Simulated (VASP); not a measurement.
# Pt (Fm-3m) in VASP: further runs

Runs on Pt. Level: HSE06. Tasks: single point.

All numbers are computed with VASP 6.6.1; they aren't measurements. Logs are shortened: lines on timing, memory, paths and dates and some standing lists are left out, and cuts for length are marked.

## 1. The cell of the first run

Symmetry: Fm-3m, No. 225, cubic system. The conventional cell has a = 3.861 Å, b = 3.861 Å, c = 3.861 Å, α = 90.00°, β = 90.00°, γ = 90.00°. Pt (site symmetry m-3m) has 12 Pt at 2.73 Å within 3.6 Å.

## 2. Single point, HSE06

Input file POSCAR:

```
Pt
1.0
    0.0000000000      1.9305888200      1.9305888200
    1.9305888200      0.0000000000      1.9305888200
    1.9305888200      1.9305888200      0.0000000000
Pt
1
Direct
    0.0000000000      0.0000000000      0.0000000000
```

Input file INCAR.step1:

```
SYSTEM = Pt
PREC = Accurate
ENCUT = 520
EDIFF = 1E-5
ISMEAR = -1
SIGMA = 0.1
LREAL = .False.
LASPH = .True.
NELM = 60
ALGO = Normal
ISIF = 2
LWAVE = .True.
LCHARG = .False.
GGA = PE
NBANDS = 11
```

Input file INCAR.step2:

```
SYSTEM = Pt
PREC = Accurate
ENCUT = 520
EDIFF = 1E-6
ISMEAR = -1
SIGMA = 0.1
LREAL = .False.
LASPH = .True.
NELM = 60
ALGO = Normal
ISIF = 2
LWAVE = .False.
LCHARG = .False.
GGA = PE
LHFCALC = .True.
HFSCREEN = 0.2079
PRECFOCK = Normal
ISTART = 1
NBANDS = 11
```

Input file KPOINTS:

```
regular mesh
0
Gamma
  6 6 6
  0 0 0
```

Potentials or basis: VASP PAW PBE potentials, release 64 (Pt).

Started as:

```sh
cat potpaw_PBE.64/Pt/POTCAR > POTCAR
cp INCAR.step1 INCAR
mpirun -np 1 vasp_std > vasp.out
cp INCAR.step2 INCAR
mpirun -np 1 vasp_std > vasp.out
```

OUTCAR:

```text
SYSTEM = Pt
   PREC = Accurate
   ENCUT = 520
   EDIFF = 1E-6
   ISMEAR = -1
   LREAL = .False.
   LASPH = .True.
   NELM = 60
   ISIF = 2
   GGA = PE
   LHFCALC = .True.
   HFSCREEN = 0.2079
   PRECFOCK = Normal
   ISTART = 1

 ion  position               nearest neighbor table
   1  0.000  0.000  0.000-

  LATTYP: Found a face centered cubic cell.
 ALAT       =     3.8611776400

  Lattice vectors:

 A1 = (   0.0000000000,   1.9305888200,   1.9305888200)
 A2 = (   1.9305888200,   0.0000000000,   1.9305888200)
 A3 = (   1.9305888200,   1.9305888200,   0.0000000000)

Analysis of symmetry for initial positions (statically):
=====================================================================
 Subroutine PRICEL returns:
 Original cell was already a primitive cell.

 Routine SETGRP: Setting up the symmetry group for a
 face centered cubic supercell.

 Subroutine GETGRP returns: Found 48 space group operations
 (whereof 48 operations were pure point group operations)
 out of a pool of 48 trial point group operations.

The static configuration has the point symmetry O_h .

Analysis of symmetry for dynamics (positions and initial velocities):
=====================================================================
 Subroutine PRICEL returns:
 Original cell was already a primitive cell.

 Routine SETGRP: Setting up the symmetry group for a
 face centered cubic supercell.

 Subroutine GETGRP returns: Found 48 space group operations
 (whereof 48 operations were pure point group operations)
 out of a pool of 48 trial point group operations.

The dynamic configuration has the point symmetry O_h .

 Subroutine INISYM returns: Found 48 space group operations
 (whereof 48 operations are pure point group operations),
 and found     1 'primitive' translations

----------------------------------------------------------------------------------------

                                     Primitive cell

  volume of cell :      14.3913

  direct lattice vectors                    reciprocal lattice vectors
     0.000000000  1.930588820  1.930588820    -0.258988343  0.258988343  0.258988343
     1.930588820  0.000000000  1.930588820     0.258988343 -0.258988343  0.258988343
     1.930588820  1.930588820  0.000000000     0.258988343  0.258988343 -0.258988343

  length of vectors
     2.730264893  2.730264893  2.730264893     0.448580969  0.448580969  0.448580969
[... 82 lines left out ...]
   NUPDOWN=      -1.0000    fix difference up-down
   EMIN   =  10.00;   EMAX   =-10.00  energy-range for DOS
   EFERMI =   0.00;   METHOD = LEGACY
   ISMEAR =    -1;   SIGMA  =   0.10  broadening in eV -4-tet -1-fermi 0-gaus
   EFERMI_NEDOS =   21; number of points for ismear=-14 and -15
   IALGO  =     38    algorithm
   IMIX   =      1    mixing-type and parameters
     AMIX     =   0.40;   BMIX     =  1.00
     AMIX_MAG =   1.60;   BMIX_MAG =  1.00
  volume/ion in A,a.u.               =      14.39        97.12
  Fermi-wavevector in a.u.,A,eV,Ry     =   1.450024  2.740147 28.607177  2.102568
  Thomas-Fermi vector in A             =   2.567683
   LORBIT       =      0    0 simple, 1 ext, 2 COOP (PROOUT), +10 PAW based schemes
   GGA     = PE    functional components
   LHFCALC =     T    Hartree Fock is set to
   PRECFOCK=normal    Normal, Fast or Accurate (Low or Medium for compatibility)
   ENCUT4O =  -1.0   cutoff for four orbital integrals eV
   NKREDX  =     1    reduce k-point grid by
   NKREDY  =     1    reduce k-point grid by
   NKREDZ  =     1    reduce k-point grid by
   AEXX    =    0.2500 exact exchange contribution
   HFSCREEN=    0.2079 screening length (either q_TF or 0.3 A-1)
   HFSCREENC=   0.2079 screening length for correlation (either q_TF or 0.3 A-1)
   ENCUTFOCK=  -1.0 apply spherical cutoff to Coloumb kernel
   IVDW    =     0    specifies the selected vdW correction
   LEPSILON=     F    determine dielectric tensor
   LRPA    =     F    only Hartree local field effects (RPA)
 non-spin polarized calculation
  energy-cutoff  :      520.00
  volume of cell :       14.39
 maximum number of plane-waves:       397
  NGX = 16; NGY = 16; NGZ = 16

 number of electron       9.9999999 magnetization

 Free energy of the ion-electron system (eV)
  ---------------------------------------------------
  ext. energy  EPLUGINS =         0.00000000
  ---------------------------------------------------
  free energy    TOTEN  =        -7.01146356 eV

  energy without entropy =       -6.97641511  energy(sigma->0) =       -6.99393933

 E-fermi :  11.5135     XC(G=0): -11.1941

 val. band max:       11.4002431357   @ k =  -0.3333   0.3333   0.1667
 cond. band min:      11.5349902160   @ k =   0.5000   0.0000   0.0000
 fundamental gap:      0.1347470803
 Fermi energy:        11.5134517923

 k-point     1 :       0.0000    0.0000    0.0000
  band No.  band energies     occupation
      1       0.0009      2.00000
      2       6.8323      2.00000
      3       6.8323      2.00000
      4       6.8323      2.00000
      5       9.1464      2.00000
      6       9.1464      2.00000
      7      27.4799      0.00000
      8      32.9361      0.00000
      9      32.9361      0.00000
     10      32.9361      0.00000
     11      38.4388      0.00000
[... 197 lines left out ...]
 k-point    16 :      -0.3333    0.5000    0.1667
  band No.  band energies     occupation
      1       4.0727      2.00000
      2       4.6951      2.00000
      3       7.9436      2.00000
      4       9.5957      2.00000
      5      12.2412      0.00138
      6      18.7110      0.00000
      7      20.6694      0.00000
      8      23.0916      0.00000
      9      25.2286      0.00000
     10      37.4231      0.00000
     11      38.5333      0.00000

------------------------ aborting loop because EDIFF is reached ----------------------------------------

  FORCE on cell =-STRESS in cart. coord.  units (eV):
  Direction    XX          YY          ZZ          XY          YZ          ZX
  --------------------------------------------------------------------------------------
  -------------------------------------------------------------------------------------
  Total        1.1754798      1.1754798      1.1754798      0.0000000     -0.0000000     -0.0000000
  in kB      130.8658734    130.8658734    130.8658734      0.0000000     -0.0000000     -0.0000000
  external PRESSURE =     130.8658734 kB  Pullay stress =       0.0000000 kB

 VOLUME and BASIS-vectors are now :
 -----------------------------------------------------------------------------
  energy-cutoff  :      520.00
  volume of cell :       14.39
      direct lattice vectors                 reciprocal lattice vectors
     0.000000000  1.930588820  1.930588820    -0.258988343  0.258988343  0.258988343
     1.930588820  0.000000000  1.930588820     0.258988343 -0.258988343  0.258988343
     1.930588820  1.930588820  0.000000000     0.258988343  0.258988343 -0.258988343

 POSITION                                       TOTAL-FORCE (eV/Angst)
 -----------------------------------------------------------------------------------
      0.00000      0.00000      0.00000         0.000000     -0.000000      0.000000
 -----------------------------------------------------------------------------------
    total drift:                                0.000001      0.000001      0.000001

  FREE ENERGIE OF THE ION-ELECTRON SYSTEM (eV)
  ---------------------------------------------------
  free  energy   TOTEN  =        -7.0114635590 eV

  energy  without entropy=       -6.9764151083  energy(sigma->0) =       -6.99393933
```

OUTCAR.step1:

```text
SYSTEM = Pt
   PREC = Accurate
   ENCUT = 520
   EDIFF = 1E-5
   ISMEAR = -1
   LREAL = .False.
[... 432 lines left out ...]
 -----------------------------------------------------------------------------------
      0.00000      0.00000      0.00000         0.000000      0.000000      0.000000
 -----------------------------------------------------------------------------------
    total drift:                               -0.000000      0.000000      0.000000

  FREE ENERGIE OF THE ION-ELECTRON SYSTEM (eV)
  ---------------------------------------------------
  free  energy   TOTEN  =        -6.1503885587 eV

  energy  without entropy=       -6.1134103146  energy(sigma->0) =       -6.13189944
```

OSZICAR.step1:

```text
N       E                     dE             d eps       ncg     rms          rms(c)
DAV:   1     0.404280463963E+02    0.40428E+02   -0.55769E+03   352   0.867E+02
DAV:   2    -0.588109156726E+01   -0.46309E+02   -0.44333E+02   400   0.179E+02
DAV:   3    -0.652952814599E+01   -0.64844E+00   -0.64622E+00   409   0.202E+01
DAV:   4    -0.653202479184E+01   -0.24966E-02   -0.24966E-02   412   0.144E+00
DAV:   5    -0.653204357213E+01   -0.18780E-04   -0.18780E-04   415   0.118E-01    0.145E+01
DAV:   6    -0.620456826300E+01    0.32748E+00   -0.63743E-01   391   0.662E+00    0.764E+00
DAV:   7    -0.615439924388E+01    0.50169E-01   -0.17620E-01   394   0.341E+00    0.237E+00
DAV:   8    -0.615064506354E+01    0.37542E-02   -0.76697E-03   373   0.777E-01    0.640E-01
DAV:   9    -0.615038507744E+01    0.25999E-03   -0.14700E-04   400   0.111E-01    0.538E-02
DAV:  10    -0.615038855865E+01   -0.34812E-05   -0.40641E-06   244   0.163E-02
   1 F= -.61503886E+01 E0= -.61318994E+01  d E =-.369782E-01
```

Run time: 3.3 min. Hardware: 1 thread of Intel Xeon 6975P-C (Granite Rapids), shared host; peak memory 0.23 GiB.

What came out:

| Property | Result |
| --- | --- |
| Free energy | -7.0115 eV |
| Pressure | 13.1 GPa |
| Band gap on the k mesh | zero (band 5 reaches 12.27 eV, above the bottom of band 6 at 9.07 eV) |

Levels at points of the mesh, in eV from the Fermi level:
| k point | band 1 | band 2 | band 3 | band 4 | band 5 | band 6 | band 7 | band 8 | band 9 | band 10 |
| --- | --- | --- | --- | --- | --- | --- | --- | --- | --- | --- |
| (0.00, 0.00, 0.00) | -11.51 | -4.68 | -4.68 | -4.68 | -2.37 | -2.37 | 15.97 | 21.42 | 21.42 | 21.42 |
| (0.50, 0.00, 0.00) | -8.58 | -4.85 | -4.85 | -0.43 | 0.02 | 0.02 | 7.47 | 15.51 | 21.04 | 21.04 |
| (0.50, 0.50, 0.00) | -8.52 | -7.94 | -0.32 | 0.76 | 0.76 | 2.22 | 10.90 | 12.91 | 12.91 | 22.45 |

Caveat: the k points lie up to 0.47 Å⁻¹ apart; the PAW data sets were made with another functional, which shifts forces and pressure a little; spin-orbit coupling is left out, which moves the levels of the heavy elements.

## 3. Single point, HSE06

POSCAR is that of step 2.

Input file INCAR.step1:

```
ALGO = Normal ; EDIFF = 1E-5
ENCUT = 520 ; GGA = PE
ISIF = 2 ; ISMEAR = -1
LASPH = True ; LCHARG = False
LREAL = False ; LWAVE = True
NBANDS = 11 ; NELM = 80
PREC = Accurate ; SIGMA = 0.1
```

Input file INCAR.step2:

```
ALGO = Normal ; EDIFF = 1E-7
ENCUT = 520 ; GGA = PE
HFSCREEN = 0.2079 ; ISIF = 2
ISMEAR = -1 ; ISTART = 1
LASPH = True ; LCHARG = False
LHFCALC = True ; LREAL = False
LWAVE = False ; NBANDS = 11
NELM = 80 ; PREC = Accurate
PRECFOCK = Normal ; SIGMA = 0.1
```

Input file KPOINTS:

```
k-points
0
Gamma
  6 6 6
```

Potentials or basis: VASP PAW PBE potentials, release 64 (Pt).

Started as:

```sh
cat potpaw_PBE.64/Pt/POTCAR > POTCAR
cp INCAR.step1 INCAR
mpirun -np 1 vasp_std > vasp.out
cp INCAR.step2 INCAR
mpirun -np 1 vasp_std > vasp.out
```

Wall time 5.7 min (1 thread of Intel Xeon 6975P-C (Granite Rapids), shared host); peak memory 0.23 GiB.

Results (log left out):

* Free energy: -7.0115 eV
* Pressure: 13.1 GPa
* Band gap on the k mesh: zero (band 5 reaches 12.27 eV, above the bottom of band 6 at 9.07 eV)

Levels at points of the mesh, in eV from the Fermi level:
| k point | band 3 | band 4 | band 5 | band 6 | band 7 | band 8 |
| --- | --- | --- | --- | --- | --- | --- |
| (0.00, 0.00, 0.00) | -4.68 | -4.68 | -2.37 | -2.37 | 15.97 | 21.42 |
| (0.50, 0.00, 0.00) | -4.85 | -0.43 | 0.02 | 0.02 | 7.47 | 15.51 |
| (0.50, 0.50, 0.00) | -0.32 | 0.76 | 0.76 | 2.22 | 10.90 | 12.91 |

Caveat: the k points lie up to 0.47 Å⁻¹ apart; the PAW data sets were made with another functional, which shifts forces and pressure a little; spin-orbit coupling is left out, which moves the levels of the heavy elements.

## 4. Single point, HSE06

This run uses another cell than the first one, of 14.86 Å³/atom, 1.033 times its volume.

Input file POSCAR:

```
Pt
1.0
    0.0000000000      1.9513494314      1.9513494314
    1.9513494314      0.0000000000      1.9513494314
    1.9513494314      1.9513494314      0.0000000000
Pt
1
Direct
    0.0000000000      0.0000000000      0.0000000000
```

Input file INCAR.step1:

```
SYSTEM = Pt
PREC = Accurate
ENCUT = 520
EDIFF = 1E-5
ISMEAR = -1
SIGMA = 0.1
LREAL = .FALSE.
LASPH = .TRUE.
NELM = 100
ALGO = Normal
ISIF = 2
LWAVE = .TRUE.
LCHARG = .FALSE.
GGA = PE
NBANDS = 11
```

Input file INCAR.step2:

```
SYSTEM = Pt
PREC = Accurate
ENCUT = 520
EDIFF = 1E-6
ISMEAR = -1
SIGMA = 0.1
LREAL = .FALSE.
LASPH = .TRUE.
NELM = 100
ALGO = Normal
ISIF = 2
LWAVE = .FALSE.
LCHARG = .FALSE.
GGA = PE
LHFCALC = .TRUE.
HFSCREEN = 0.2079
PRECFOCK = Normal
ISTART = 1
NBANDS = 11
```

Input file KPOINTS:

```
Automatic mesh
0
G
  6 6 6
  0 0 0
```

Started as:

```sh
cat potpaw_PBE.64/Pt/POTCAR > POTCAR
cp INCAR.step1 INCAR
mpirun -np 1 vasp_std > vasp.out
cp INCAR.step2 INCAR
mpirun -np 1 vasp_std > vasp.out
```

Wall time 2.8 min (1 thread of Intel Xeon 6975P-C (Granite Rapids), shared host); peak memory 0.24 GiB.

It converged, with:

| Item | Value |
| --- | --- |
| Free energy | -7.0345 eV |
| Pressure | 2.6 GPa |
| Band gap on the k mesh | zero (band 5 reaches 11.59 eV, above the bottom of band 6 at 8.54 eV) |

Levels at points of the mesh, in eV from the Fermi level:
```csv
k point,band 1,band 2,band 3,band 4,band 5,band 6,band 7,band 8,band 9,band 10
"(0.00, 0.00, 0.00)",-11.10,-4.45,-4.45,-4.45,-2.27,-2.27,16.07,21.33,21.33,21.33
"(0.50, 0.00, 0.00)",-8.19,-4.61,-4.61,-0.27,0.01,0.01,7.21,15.60,20.82,20.82
"(0.50, 0.50, 0.00)",-8.11,-7.55,-0.32,0.72,0.72,2.30,10.52,12.81,12.81,22.04
```

Caveat: the k points lie up to 0.46 Å⁻¹ apart; the PAW data sets were made with another functional, which shifts forces and pressure a little; spin-orbit coupling is left out, which moves the levels of the heavy elements.

(Part 1 of 2 ends here.)
